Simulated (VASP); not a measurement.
# Au in VASP: notebook, part 2 of 2

VASP 6.6.1. The steps go on from the part before.

### Step 4. Single point, PBEsol (strain -0.050 along x and y, -0.025 along z)

File INCAR:

```
PREC = Accurate ; ENCUT = 520
EDIFF = 1E-6 ; ISMEAR = 0
SIGMA = 0.15 ; LREAL = F
LASPH = T ; NELM = 80
ALGO = Fast ; ISIF = 2
LWAVE = F ; LCHARG = F
GGA = PS ; NBANDS = 12
```

File KPOINTS:

```
Automatic mesh
0
Gamma
  26 26 26
```

File POSCAR:

```
Au
1.0
   -1.5400197247      1.5400197247      1.5805465595
    1.5400197247     -1.5400197247      1.5805465595
    1.5400197247      1.5400197247     -1.5805465595
Au
1
Direct
    0.0000000000      0.0000000000      0.0000000000
```

Command:

```console
> cat potpaw_PBE.64/Au/POTCAR > POTCAR
> mpirun -np 1 vasp_std > vasp.out
```

It took 2.4 min on 1 thread of Intel Xeon 6975P-C, shared host; peak memory 0.33 GiB.

Results (log left out):

* Free energy: -3.7275 eV
* Pressure: 31.9 GPa

Stress tensor (GPa, compression positive):
```
31.86  0.00  0.00
 0.00 31.86  0.00
 0.00  0.00 32.01
```

Levels at points of the mesh, in eV from the Fermi level:
| k point | band 3 | band 4 | band 5 | band 6 | band 7 | band 8 | band 9 | band 10 |
| --- | --- | --- | --- | --- | --- | --- | --- | --- |
| (0.00, 0.00, 0.00) | -5.70 | -5.49 | -3.37 | -3.12 | 16.12 | 16.61 | 16.61 | 26.02 |
| (0.50, 0.00, 0.00) | -3.53 | -2.96 | -1.32 | -1.28 | 4.34 | 12.46 | 15.06 | 23.32 |
| (0.50, 0.50, 0.00) | -3.23 | -2.87 | -1.23 | -1.15 | 4.58 | 12.14 | 14.41 | 23.29 |
| (0.50, 0.50, 0.50) | -1.81 | -1.73 | -1.73 | 5.86 | 6.67 | 6.67 | 11.34 | 17.30 |

Caveat: the cell differs from its parent crystal (strain -0.050 along x and y, -0.025 along z); the PAW data sets were made with another functional, which shifts forces and pressure a little; spin-orbit coupling is left out, which moves the levels of the heavy elements.

### Step 5. Single point, PBEsol (strain -0.050 along x and y, +0.000 along z)

File INCAR:

```
SYSTEM = Au
PREC = Accurate
ENCUT = 520
EDIFF = 1E-6
ISMEAR = 0
SIGMA = 0.15
LREAL = .False.
LASPH = .True.
NELM = 60
ALGO = Fast
ISIF = 2
LWAVE = .False.
LCHARG = .False.
GGA = PS
NBANDS = 12
```

File KPOINTS:

```
Automatic mesh
0
Gamma
  26 26 26
  0 0 0
```

File POSCAR:

```
Au
1.0
   -1.5400197247      1.5400197247      1.6210733944
    1.5400197247     -1.5400197247      1.6210733944
    1.5400197247      1.5400197247     -1.6210733944
Au
1
Direct
    0.0000000000      0.0000000000      0.0000000000
```

Potentials or basis: VASP PAW PBE potentials, release 64 (Au).

Command:

```console
> cat potpaw_PBE.64/Au/POTCAR > POTCAR
> mpirun -np 1 vasp_std > vasp.out
```

OUTCAR:

```text
SYSTEM = Au
   PREC = Accurate
   ENCUT = 520
   EDIFF = 1E-6
   ISMEAR = 0
   LREAL = .False.
   LASPH = .True.
   NELM = 60
   ISIF = 2
   GGA = PS

 ion  position               nearest neighbor table
   1  0.000  0.000  0.000-

  LATTYP: Found a body centered tetragonal cell.
 ALAT       =     3.0800394494
 C/A-ratio  =     1.0526315789

  Lattice vectors:

 A1 = (  -1.5400197247,   1.5400197247,   1.6210733944)
 A2 = (   1.5400197247,  -1.5400197247,   1.6210733944)
 A3 = (   1.5400197247,   1.5400197247,  -1.6210733944)

Analysis of symmetry for initial positions (statically):
=====================================================================
 Subroutine PRICEL returns:
 Original cell was already a primitive cell.

 Routine SETGRP: Setting up the symmetry group for a
 body centered tetragonal supercell.

 Subroutine GETGRP returns: Found 16 space group operations
 (whereof 16 operations were pure point group operations)
 out of a pool of 16 trial point group operations.

The static configuration has the point symmetry D_4h.

Analysis of symmetry for dynamics (positions and initial velocities):
=====================================================================
 Subroutine PRICEL returns:
 Original cell was already a primitive cell.

 Routine SETGRP: Setting up the symmetry group for a
 body centered tetragonal supercell.

 Subroutine GETGRP returns: Found 16 space group operations
 (whereof 16 operations were pure point group operations)
 out of a pool of 16 trial point group operations.

The dynamic configuration has the point symmetry D_4h.

 Subroutine INISYM returns: Found 16 space group operations
 (whereof 16 operations are pure point group operations),
 and found     1 'primitive' translations

----------------------------------------------------------------------------------------

                                     Primitive cell

  volume of cell :      15.3785

  direct lattice vectors                    reciprocal lattice vectors
    -1.540019725  1.540019725  1.621073394     0.000000000  0.324671166  0.308437608
     1.540019725 -1.540019725  1.621073394     0.324671166  0.000000000  0.308437608
     1.540019725  1.540019725 -1.621073394     0.324671166  0.324671166  0.000000000

  length of vectors
     2.714995480  2.714995480  2.714995480     0.447822648  0.447822648  0.459154367

  position of ions in fractional coordinates (direct lattice)
     0.000000000  0.000000000  0.000000000

  ion indices of the primitive-cell ions
   primitive index   ion index
                 1           1

----------------------------------------------------------------------------------------

 KPOINTS: Automatic mesh

Automatic generation of k-mesh.
 Grid dimensions read from file:
 generate k-points for:   26   26   26

 Generating k-lattice:

  Cartesian coordinates                     Fractional coordinates (reciprocal lattice)
     0.000000000  0.012487353  0.011862985     0.038461538 -0.000000000  0.000000000
     0.012487353  0.000000000  0.011862985    -0.000000000  0.038461538  0.000000000
     0.012487353  0.012487353  0.000000000     0.000000000  0.000000000  0.038461538

  Length of vectors
     0.017223948  0.017223948  0.017659783

  Shift w.r.t. Gamma in fractional coordinates (k-lattice)
     0.000000000  0.000000000  0.000000000

 Subroutine IBZKPT returns following result:
 ===========================================

 Found   1330 irreducible k-points:

 Following reciprocal coordinates:
            Coordinates               Weight
  0.000000  0.000000  0.000000      1.000000
  0.038462  0.000000 -0.000000      8.000000
  0.076923  0.000000 -0.000000      8.000000
  0.115385 -0.000000  0.000000      8.000000
  0.153846 -0.000000  0.000000      8.000000
  0.192308 -0.000000  0.000000      8.000000
[... 16 lines left out ...]
  0.346154  0.038462 -0.000000     16.000000
  0.384615  0.038462  0.000000     16.000000
 [... further k-points ...]
   k-points           NKPTS =   1330   k-points in BZ     NKDIM =   1330   number of bands    NBANDS=     12
   number of dos      NEDOS =    301   number of ions     NIONS =      1
   total plane-waves  NPLWV =   8000
   dimension x,y,z NGX =    20 NGY =   20 NGZ =   20
   dimension x,y,z NGXF=    40 NGYF=   40 NGZF=   40
   ions per type =               1
   NGX,Y,Z   is equivalent  to a cutoff of  12.25, 12.25, 12.25 a.u.
   NGXF,Y,Z  is equivalent  to a cutoff of  24.49, 24.49, 24.49 a.u.
 SYSTEM =  Au
   PREC   = accura    normal or accurate (medium, high low for compatibility)
   ISTART =      0    job   : 0-new  1-cont  2-samecut
   ICHARG =      2    charge: 1-file 2-atom 10-const
   ISPIN  =      1    spin polarized calculation?
   LNONCOLLINEAR =      F non collinear calculations
   LSORBIT =      F    spin-orbit coupling
   LASPH  =      T    aspherical Exc in radial PAW
   ENCUT  =  520.0 eV  38.22 Ry    6.18 a.u.   5.05  5.05  5.05*2*pi/ulx,y,z
   NELM   =     60;   NELMIN=  2; NELMDL= -5     # of ELM steps
   EDIFF  = 0.1E-05   stopping-criterion for ELM
   LREAL  =      F    real-space projection
   EDIFFG = 0.1E-04   stopping-criterion for IOM
   NSW    =      0    number of steps for IOM
   IBRION =     -1    ionic relax: 0-MD 1-quasi-New 2-CG
   NFREE  =      0    steps in history (QN), initial steepest desc. (CG)
   ISIF   =      2    stress and relaxation
   ISYM   =      2    0-nonsym 1-usesym 2-fastsym
   POTIM  = 0.5000    time-step for ionic-motion
   TEBEG  =    0.0;   TEEND  =   0.0 temperature during run
   PSTRESS=    0.0 pullay stress
   NELECT =      11.0000    total number of electrons
   NUPDOWN=      -1.0000    fix difference up-down
   EMIN   =  10.00;   EMAX   =-10.00  energy-range for DOS
   EFERMI =   0.00;   METHOD = LEGACY
   ISMEAR =     0;   SIGMA  =   0.15  broadening in eV -4-tet -1-fermi 0-gaus
   EFERMI_NEDOS =   21; number of points for ismear=-14 and -15
   IALGO  =     68    algorithm
   IMIX   =      4    mixing-type and parameters
     AMIX     =   0.40;   BMIX     =  1.00
     AMIX_MAG =   1.60;   BMIX_MAG =  1.00
  volume/ion in A,a.u.               =      15.38       103.78
  Fermi-wavevector in a.u.,A,eV,Ry     =   1.464088  2.766726 29.164836  2.143555
  Thomas-Fermi vector in A             =   2.580106
   LORBIT       =      0    0 simple, 1 ext, 2 COOP (PROOUT), +10 PAW based schemes
   GGA     = PS    functional components
   LHFCALC =     F    Hartree Fock is set to
   AEXX    =    0.0000 exact exchange contribution
   IVDW    =     0    specifies the selected vdW correction
   LEPSILON=     F    determine dielectric tensor
   LRPA    =     F    only Hartree local field effects (RPA)
 non-spin polarized calculation
 RMM-DIIS sequential band-by-band and
 Gauss-broadening in eV      SIGMA  =   0.15
  energy-cutoff  :      520.00
  volume of cell :       15.38
 maximum number of plane-waves:       428
   NGX = 11   NGY = 11   NGZ = 11

 number of electron      11.0000000 magnetization

 Free energy of the ion-electron system (eV)
  ---------------------------------------------------
  ext. energy  EPLUGINS =         0.00000000
  ---------------------------------------------------
  free energy    TOTEN  =        -3.79468520 eV

  energy without entropy =       -3.79220141  energy(sigma->0) =       -3.79344331

 E-fermi :  11.0855     XC(G=0): -13.5019

 val. band max:       11.0760368992   @ k =   0.3846   0.0769   0.0385
 cond. band min:      11.0869032894   @ k =   0.5000   0.0769   0.0385
 fundamental gap:      0.0108663902
 Fermi energy:        11.0854810073

 k-point     1 :       0.0000    0.0000    0.0000
  band No.  band energies     occupation
      1       0.0407      2.00000
      2       5.5098      2.00000
      3       5.5098      2.00000
      4       5.8965      2.00000
      5       7.6603      2.00000
      6       8.1198      2.00000
      7      26.9498      0.00000
      8      27.8855      0.00000
      9      27.8855      0.00000
     10      35.9556      0.00000
     11      36.9491      0.00000
     12      37.5580      0.00000
[... 331 lines left out ...]
 k-point    24 :       0.3846    0.0385    0.0000
  band No.  band energies     occupation
      1       2.8602      2.00000
      2       4.5750      2.00000
      3       7.4015      2.00000
      4       7.8075      2.00000
      5       8.4095      2.00000
      6       9.5056      2.00000
      7      17.4056      0.00000
      8      24.1457      0.00000
      9      26.9071      0.00000
     10      34.0629      0.00000
     11      34.2234      0.00000
     12      35.4020      0.00000

 [... further k-points ...]

------------------------ aborting loop because EDIFF is reached ----------------------------------------

  FORCE on cell =-STRESS in cart. coord.  units (eV):
  Direction    XX          YY          ZZ          XY          YZ          ZX
  --------------------------------------------------------------------------------------
  -------------------------------------------------------------------------------------
  Total        2.2747024      2.2747024      2.3076056      0.0000000      0.0000000      0.0000000
  in kB      236.9844947    236.9844947    240.4124363      0.0000000      0.0000000      0.0000000
  external PRESSURE =     238.1271419 kB  Pullay stress =       0.0000000 kB

 VOLUME and BASIS-vectors are now :
 -----------------------------------------------------------------------------
  energy-cutoff  :      520.00
  volume of cell :       15.38
      direct lattice vectors                 reciprocal lattice vectors
    -1.540019725  1.540019725  1.621073394     0.000000000  0.324671166  0.308437608
     1.540019725 -1.540019725  1.621073394     0.324671166  0.000000000  0.308437608
     1.540019725  1.540019725 -1.621073394     0.324671166  0.324671166  0.000000000

 POSITION                                       TOTAL-FORCE (eV/Angst)
 -----------------------------------------------------------------------------------
      0.00000      0.00000      0.00000         0.000000     -0.000000     -0.000000
 -----------------------------------------------------------------------------------
    total drift:                                0.000000     -0.000000      0.000000

  FREE ENERGIE OF THE ION-ELECTRON SYSTEM (eV)
  ---------------------------------------------------
  free  energy   TOTEN  =        -3.7946852037 eV

  energy  without entropy=       -3.7922014090  energy(sigma->0) =       -3.79344331
```

It took 2.3 min on 1 thread of Intel Xeon 6975P-C, shared host; peak memory 0.33 GiB.

Results:

```
Free energy : -3.7947 eV
Pressure    : 23.8 GPa
```

Stress tensor (GPa, compression positive):
```
23.70  0.00  0.00
 0.00 23.70  0.00
 0.00  0.00 24.04
```

Caveat: the cell differs from its parent crystal (strain -0.050 along x and y, +0.000 along z); the PAW data sets were made with another functional, which shifts forces and pressure a little; spin-orbit coupling is left out, which moves the levels of the heavy elements.

### Step 6. Single point, PBEsol (strain -0.025 along x and y, -0.050 along z)

File INCAR:

```
SYSTEM = Au
PREC     = Accurate       ! precision mode
ENCUT    = 520            ! plane-wave cutoff, eV
EDIFF    = 1E-7           ! SCF threshold, eV
ISMEAR   = 0              ! smearing method
SIGMA    = 0.15           ! smearing width, eV
LREAL    = .FALSE.        ! projectors in reciprocal space
LASPH    = .TRUE.         ! aspherical terms in the spheres
NELM     = 80             ! most SCF steps
ALGO     = Fast           ! electronic algorithm
ISIF     = 2              ! what is computed and relaxed
LWAVE    = .FALSE.        ! write WAVECAR
LCHARG   = .FALSE.        ! write CHGCAR
GGA      = PS             ! functional
NBANDS   = 12             ! bands
```

File KPOINTS:

```
Automatic mesh
0
G
  26 26 26
  0 0 0
```

File POSCAR:

```
Au
1.0
   -1.5805465595      1.5805465595      1.5400197247
    1.5805465595     -1.5805465595      1.5400197247
    1.5805465595      1.5805465595     -1.5400197247
Au
1
Direct
    0.0000000000      0.0000000000      0.0000000000
```

Potentials or basis: VASP PAW PBE potentials, release 64 (Au).

Command:

```console
> cat potpaw_PBE.64/Au/POTCAR > POTCAR
> mpirun -np 1 vasp_std > vasp.out
```

Run time: 3.2 min. Hardware: 1 thread of Intel Xeon 6975P-C, shared host; peak memory 0.34 GiB.

Results (log left out):

```
Free energy : -3.7957 eV
Pressure    : 23.6 GPa
```

Levels at points of the mesh, in eV from the Fermi level:
```csv
k point,band 3,band 4,band 5,band 6,band 7,band 8,band 9,band 10
"(0.00, 0.00, 0.00)",-5.38,-5.38,-3.30,-3.04,16.31,16.31,16.82,25.91
"(0.50, 0.00, 0.00)",-3.27,-2.81,-1.27,-1.08,4.32,12.26,14.44,23.17
"(0.50, 0.50, 0.00)",-3.50,-2.97,-1.31,-1.26,4.08,12.59,15.09,23.03
"(0.50, 0.50, 0.50)",-1.77,-1.77,-1.70,6.11,6.11,6.91,10.99,16.95
```

Caveat: the cell differs from its parent crystal (strain -0.025 along x and y, -0.050 along z); the PAW data sets were made with another functional, which shifts forces and pressure a little; spin-orbit coupling is left out, which moves the levels of the heavy elements.

### Step 7. Overview

| cell | gap on the mesh (eV) | pressure (GPa) |
| --- | --- | --- |
| a = 2.878 Å, angles 109.5°, 1 atom | none | -10.4 |
| a = 2.948 Å, angles 109.5°, 1 atom | none | -16.5 |
| a = 2.691 Å, angles 110.2, 110.2, 108.1°, 1 atom | none | 31.9 |
| a = 2.715 Å, angles 110.9, 110.9, 106.7°, 1 atom | none | 23.8 |
| a = 2.714 Å, angles 108.8, 108.8, 110.9°, 1 atom | none | 23.6 |

Alike in all rows: task single point; level PBEsol; potentials or basis VASP PAW PBE potentials, release 64 (Au); no spin polarisation; k mesh 26 × 26 × 26; cutoff (eV) 520; smearing gaussian 0.15 eV.

Caveats: the PAW data sets were made with another functional, which shifts forces and pressure a little; spin-orbit coupling is left out, which moves the levels of the heavy elements.

Absolute energies hang on the potentials; compare differences alone.
